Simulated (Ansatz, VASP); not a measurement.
## CdSe: VASP beside Ansatz

```
Cd Se
1.0
     4.46999    0.00000    0.00000
    -2.23499    3.87112    0.00000
     0.00000    0.00000    7.29595
Cd Se
2 2
Cartesian
  0.0000 2.5807 -0.0020
  2.2350 1.2904 3.6459
  0.0000 2.5807 2.7380
  2.2350 1.2904 6.3860
```

Alike in both runs: task single point; functional PBE; k mesh 6 × 6 × 4; no spin polarisation.

```csv
,VASP,Ansatz
version,VASP 6.6.1,Ansatz 0.2.0
potentials or method,"VASP PAW PBE potentials, release 64 (Cd, Se)","plane waves, PAW"
plane-wave cutoff (eV),520,420
occupations,"gaussian, width 0.01 eV",fixed
valence electrons in the cell,36,72
```

Ansatz gave:

```
gap on the k mesh at the Fermi level (eV) : 0.41
pressure (GPa)                            : -2.3
rms of the force components (eV/Å)        : 0.005
```

Problem. Estimate VASP's values.

Solution. gap on the k mesh at the Fermi level (eV): 0.41; pressure (GPa): -2.1; rms of the force components (eV/Å): 0.004.

Atom by atom the forces differ by 0.000 eV/Å (rms over components). VASP's potentials hold 36 valence electrons a cell and Ansatz's 72, so a difference there can come from the potentials and not from the codes.
